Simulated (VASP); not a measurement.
Zr2HS4, 14 atoms in the cell. The cell holds a slab with vacuum, 14 atoms: a = 7.298 Å, b = 7.298 Å, c = 20.917 Å, α = 90.00°, β = 90.00°, γ = 120.00°. 

| Quantity | Value |
| --- | --- |
| Program | VASP 6.6.1 |
| Task | single point |
| Functional | PBE |
| Dispersion | D3(BJ) |
| Potentials or basis | VASP PAW PBE potentials, release 64 (S, Zr_sv, H) |
| Cutoff | 400 eV |
| k mesh | 6 × 6 × 1 |
| Occupations | gaussian, width 0.05 eV |
| Spin | no spin polarisation |
| Dipole correction | yes |
| Further INCAR settings | ALGO = Normal; EDIFF = 1e-06; NBANDS = 62; NELMDL = -8 |

Potentials or basis: VASP PAW PBE potentials, release 64 (S, Zr_sv, H).

Run with:

```sh
$ cat potpaw_PBE.64/S/POTCAR potpaw_PBE.64/Zr_sv/POTCAR potpaw_PBE.64/H/POTCAR > POTCAR
$ mpirun -np 1 vasp_std > vasp.out
```

Hardware: 1 thread of Oxide Virtual Turin-like Processor (shared host).

Problem. Estimate the wall time of this run.

Solution. Run time: 23 min on 1 thread of Oxide Virtual Turin-like Processor, with other jobs on the host, peak memory 0.85 GiB. Counts: scf iterations 29, k points 13.
